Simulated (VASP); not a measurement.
# ZrS (Fm-3m) in VASP: further runs

The runs below take ZrS through single point, relaxation of cell and atoms, with LDA, PBEsol, r2SCAN.

All numbers are computed with VASP 6.6.1; they aren't measurements. Logs are shortened: lines on timing, memory, paths and dates and some standing lists are left out, and cuts for length are marked.

## Step 1: The cell of the first run

It takes space group Fm-3m (No. 225, cubic). The conventional cell has a = 5.134 Å, b = 5.134 Å, c = 5.134 Å, α = 90.00°, β = 90.00°, γ = 90.00°. Within 3.4 Å of Zr (site symmetry m-3m) lie 6 S at 2.57 Å. Within 3.4 Å of S (site symmetry m-3m) lie 6 Zr at 2.57 Å.

## Step 2: Single point, LDA

Input file INCAR:

```
ALGO     = Normal         # electronic algorithm
EDIFF    = 1E-6           # SCF threshold, eV
ENCUT    = 520            # plane-wave cutoff, eV
GGA      = CA             # functional
ISIF     = 2              # what is computed and relaxed
ISMEAR   = 0              # smearing method
LASPH    = True           # aspherical terms in the spheres
LCHARG   = False          # write CHGCAR
LREAL    = False          # projectors in reciprocal space
LWAVE    = False          # write WAVECAR
NBANDS   = 16             # bands
NELM     = 100            # most SCF steps
PREC     = Accurate       # precision mode
SIGMA    = 0.1            # smearing width, eV
```

Input file KPOINTS:

```
k-points
0
Gamma
  14 14 14
```

Input file POSCAR:

```
ZrS
1.0
    0.0000000000      2.5667964871      2.5667964871
    2.5667964871      0.0000000000      2.5667964871
    2.5667964871      2.5667964871      0.0000000000
Zr S
1 1
Direct
    0.0000000000      0.0000000000      0.0000000000
    0.5000000000      0.5000000000      0.5000000000
```

Potentials or basis: VASP PAW LDA potentials, release 64 (Zr_sv, S).

Started as:

```
> cat potpaw_LDA.64/Zr_sv/POTCAR potpaw_LDA.64/S/POTCAR > POTCAR
> mpirun -np 1 vasp_std > vasp.out
```

OUTCAR:

```text
EDIFF = 1E-6
   ENCUT = 520
   GGA = CA
   ISIF = 2
   ISMEAR = 0
   LASPH = True
   LREAL = False
   NELM = 100
   PREC = Accurate

 ion  position               nearest neighbor table
   1  0.000  0.000  0.000-   2 2.57   2 2.57   2 2.57   2 2.57   2 2.57   2 2.57
   2  0.500  0.500  0.500-   1 2.57   1 2.57   1 2.57   1 2.57   1 2.57   1 2.57

  LATTYP: Found a face centered cubic cell.
 ALAT       =     5.1335929742

  Lattice vectors:

 A1 = (   0.0000000000,   2.5667964871,   2.5667964871)
 A2 = (   2.5667964871,   0.0000000000,   2.5667964871)
 A3 = (   2.5667964871,   2.5667964871,   0.0000000000)

Analysis of symmetry for initial positions (statically):
=====================================================================
 Subroutine PRICEL returns:
 Original cell was already a primitive cell.

 Routine SETGRP: Setting up the symmetry group for a
 face centered cubic supercell.

 Subroutine GETGRP returns: Found 48 space group operations
 (whereof 48 operations were pure point group operations)
 out of a pool of 48 trial point group operations.

The static configuration has the point symmetry O_h .

Analysis of symmetry for dynamics (positions and initial velocities):
=====================================================================
 Subroutine PRICEL returns:
 Original cell was already a primitive cell.

 Routine SETGRP: Setting up the symmetry group for a
 face centered cubic supercell.

 Subroutine GETGRP returns: Found 48 space group operations
 (whereof 48 operations were pure point group operations)
 out of a pool of 48 trial point group operations.

The dynamic configuration has the point symmetry O_h .

 Subroutine INISYM returns: Found 48 space group operations
 (whereof 48 operations are pure point group operations),
 and found     1 'primitive' translations

----------------------------------------------------------------------------------------

                                     Primitive cell

  volume of cell :      33.8224

  direct lattice vectors                    reciprocal lattice vectors
     0.000000000  2.566796487  2.566796487    -0.194795342  0.194795342  0.194795342
     2.566796487  0.000000000  2.566796487     0.194795342 -0.194795342  0.194795342
     2.566796487  2.566796487  0.000000000     0.194795342  0.194795342 -0.194795342

  length of vectors
     3.629998404  3.629998404  3.629998404     0.337395430  0.337395430  0.337395430

  position of ions in fractional coordinates (direct lattice)
[... 79 lines left out ...]
   EDIFF  = 0.1E-05   stopping-criterion for ELM
   LREAL  =      F    real-space projection
   EDIFFG = 0.1E-04   stopping-criterion for IOM
   NSW    =      0    number of steps for IOM
   IBRION =     -1    ionic relax: 0-MD 1-quasi-New 2-CG
   NFREE  =      0    steps in history (QN), initial steepest desc. (CG)
   ISIF   =      2    stress and relaxation
   ISYM   =      2    0-nonsym 1-usesym 2-fastsym
   POTIM  = 0.5000    time-step for ionic-motion
   TEBEG  =    0.0;   TEEND  =   0.0 temperature during run
   PSTRESS=    0.0 pullay stress
   NELECT =      18.0000    total number of electrons
   NUPDOWN=      -1.0000    fix difference up-down
   EMIN   =  10.00;   EMAX   =-10.00  energy-range for DOS
   EFERMI =   0.00;   METHOD = LEGACY
   ISMEAR =     0;   SIGMA  =   0.10  broadening in eV -4-tet -1-fermi 0-gaus
   EFERMI_NEDOS =   21; number of points for ismear=-14 and -15
   IALGO  =     38    algorithm
   IMIX   =      4    mixing-type and parameters
     AMIX     =   0.40;   BMIX     =  1.00
     AMIX_MAG =   1.60;   BMIX_MAG =  1.00
  volume/ion in A,a.u.               =      16.91       114.12
  Fermi-wavevector in a.u.,A,eV,Ry     =   1.326674  2.507050 23.947125  1.760064
  Thomas-Fermi vector in A             =   2.456043
   LORBIT       =      0    0 simple, 1 ext, 2 COOP (PROOUT), +10 PAW based schemes
   GGA     = CA    functional components
   LHFCALC =     F    Hartree Fock is set to
   AEXX    =    0.0000 exact exchange contribution
   IVDW    =     0    specifies the selected vdW correction
   LEPSILON=     F    determine dielectric tensor
   LRPA    =     F    only Hartree local field effects (RPA)
 non-spin polarized calculation
 Gauss-broadening in eV      SIGMA  =   0.10
  energy-cutoff  :      520.00
  volume of cell :       33.82
 maximum number of plane-waves:       941
   NGX = 13   NGY = 13   NGZ = 13

 number of electron      17.9999999 magnetization

 Free energy of the ion-electron system (eV)
  ---------------------------------------------------
  ext. energy  EPLUGINS =         0.00000000
  ---------------------------------------------------
  free energy    TOTEN  =       -17.16180058 eV

  energy without entropy =      -17.15473589  energy(sigma->0) =      -17.15826823

 E-fermi :  11.3879     XC(G=0): -11.8570

 val. band max:       11.3819302651   @ k =   0.5000   0.1429   0.0000
 cond. band min:      11.3933179895   @ k =   0.2857   0.0000   0.0000
 fundamental gap:      0.0113877243
 Fermi energy:        11.3878689565

 k-point     1 :       0.0000    0.0000    0.0000
  band No.  band energies     occupation
      1     -38.1664      2.00000
      2     -16.2853      2.00000
      3     -16.2853      2.00000
      4     -16.2853      2.00000
      5      -4.6616      2.00000
      6       7.8898      2.00000
[... 433 lines left out ...]
      3     -16.3365      2.00000
      4     -16.3289      2.00000
      5      -3.8215      2.00000
      6       4.7065      2.00000
[... 8 lines left out ...]
     15      20.0334      0.00000
     16      20.7263      0.00000

 [... further k-points ...]

------------------------ aborting loop because EDIFF is reached ----------------------------------------

  FORCE on cell =-STRESS in cart. coord.  units (eV):
  Direction    XX          YY          ZZ          XY          YZ          ZX
  --------------------------------------------------------------------------------------
  -------------------------------------------------------------------------------------
  Total        0.0582373      0.0582373      0.0582373     -0.0000000      0.0000000     -0.0000000
  in kB        2.7587205      2.7587205      2.7587205     -0.0000000      0.0000000     -0.0000000
  external PRESSURE =       2.7587205 kB  Pullay stress =       0.0000000 kB

 VOLUME and BASIS-vectors are now :
 -----------------------------------------------------------------------------
  energy-cutoff  :      520.00
  volume of cell :       33.82
      direct lattice vectors                 reciprocal lattice vectors
     0.000000000  2.566796487  2.566796487    -0.194795342  0.194795342  0.194795342
     2.566796487  0.000000000  2.566796487     0.194795342 -0.194795342  0.194795342
     2.566796487  2.566796487  0.000000000     0.194795342  0.194795342 -0.194795342

 POSITION                                       TOTAL-FORCE (eV/Angst)
 -----------------------------------------------------------------------------------
      0.00000      0.00000      0.00000        -0.000000     -0.000000     -0.000000
      2.56680      2.56680      2.56680         0.000000      0.000000      0.000000
 -----------------------------------------------------------------------------------
    total drift:                                0.000000      0.000000      0.000000

  FREE ENERGIE OF THE ION-ELECTRON SYSTEM (eV)
  ---------------------------------------------------
  free  energy   TOTEN  =       -17.1618005805 eV

  energy  without entropy=      -17.1547358891  energy(sigma->0) =      -17.15826823
```

Run time: 76 s. Hardware: 1 thread of Intel Xeon 8259CL, shared host; peak memory 0.18 GiB.

What came out:

```yaml
Free_energy: -17.1618 eV
Pressure: 0.3 GPa
Band_gap_on_the_k_mesh: zero (band 9 reaches 12.99 eV, above the bottom of band 10 at 9.87 eV)
```

## Step 3: Single point, PBEsol

This run uses another cell than the first one, of 17.23 Å³/atom, 1.019 times its volume.

Input file INCAR:

```
SYSTEM = ZrS
ALGO = Normal
EDIFF = 1E-7
ENCUT = 520
GGA = PS
ISIF = 2
ISMEAR = 0
LASPH = .True.
LCHARG = .False.
LREAL = .False.
LWAVE = .False.
NBANDS = 16
NELM = 80
PREC = Accurate
SIGMA = 0.1
```

Input file KPOINTS:

```
k-points
0
Gamma
  14 14 14
  0 0 0
```

Input file POSCAR:

```
ZrS
1.0
    0.0000000000      2.5830753481      2.5830753481
    2.5830753481      0.0000000000      2.5830753481
    2.5830753481      2.5830753481      0.0000000000
Zr S
1 1
Direct
    0.0000000000      0.0000000000      0.0000000000
    0.5000000000      0.5000000000      0.5000000000
```

Potentials or basis: VASP PAW PBE potentials, release 64 (Zr_sv, S).

Started as:

```
> cat potpaw_PBE.64/Zr_sv/POTCAR potpaw_PBE.64/S/POTCAR > POTCAR
> mpirun -np 1 vasp_std > vasp.out
```

Run time: 87 s. Hardware: 1 thread of Intel Xeon 8259CL, shared host; peak memory 0.2 GiB.

It converged, with:

| Item | Value |
| --- | --- |
| Free energy | -16.5125 eV |
| Pressure | 0.2 GPa |
| Band gap on the k mesh | zero (band 9 reaches 12.79 eV, above the bottom of band 10 at 9.74 eV) |

Levels at points of the mesh, in eV from the Fermi level:
```tsv
k point	band 7	band 8	band 9	band 10	band 11	band 12
(0.00, 0.00, 0.00)	-3.53	-3.53	-1.48	-1.48	-1.48	-0.75
(0.50, 0.00, 0.00)	-6.16	-6.16	1.57	1.57	1.91	1.94
(0.50, 0.50, 0.00)	-4.49	-4.49	-3.70	0.53	2.55	2.55
```

Caveat: the PAW data sets were made with another functional, which shifts forces and pressure a little.

(Continued in part 2 of 2.)
